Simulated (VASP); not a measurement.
TiSi2, 6 atoms in the cell. It takes space group Cmcm (No. 63, orthorhombic). Conventional cell: a = 3.671 Å, b = 14.059 Å, c = 3.565 Å, α = 90.00°, β = 90.00°, γ = 90.00°. Within 3.7 Å of Ti (site symmetry m2m) lie 10 Si at 2.64 to 2.92 Å and 6 Ti at 3.40 to 3.67 Å. Si (site symmetry m2m) has 8 Si at 2.56 to 3.26 Å and 4 Ti at 2.72 to 2.77 Å within 3.4 Å. Si (site symmetry m2m) has 6 Si at 2.42 to 3.26 Å and 6 Ti at 2.64 to 2.92 Å within 3.3 Å. 

```yaml
Program: VASP 6.6.1
Task: single point
Functional: PBEsol
Potentials_or_basis: VASP PAW PBE potentials, release 64 (Ti_sv, Si)
Cutoff: 520 eV
k_mesh: 6 × 6 × 6
Occupations: fermi-dirac, width 0.05 eV
Spin: no spin polarisation
Dipole_correction: no
Further_INCAR_settings: ALGO = Normal; EDIFF = 1e-06; NBANDS = 29
```

Potentials or basis: VASP PAW PBE potentials, release 64 (Ti_sv, Si).

The run is started by

```console
$ cat potpaw_PBE.64/Ti_sv/POTCAR potpaw_PBE.64/Si/POTCAR > POTCAR
$ mpirun -np 1 vasp_std > vasp.out
```

Hardware: 1 thread of Intel(R) Xeon(R) 6975P-C (Granite Rapids), with other jobs on the host.

Estimate the wall time of this run.

It took 2.3 min on 1 thread of Intel(R) Xeon(R) 6975P-C (Granite Rapids), with other jobs on the host, peak memory 0.33 GiB. Counts: scf iterations 15, k points 52.
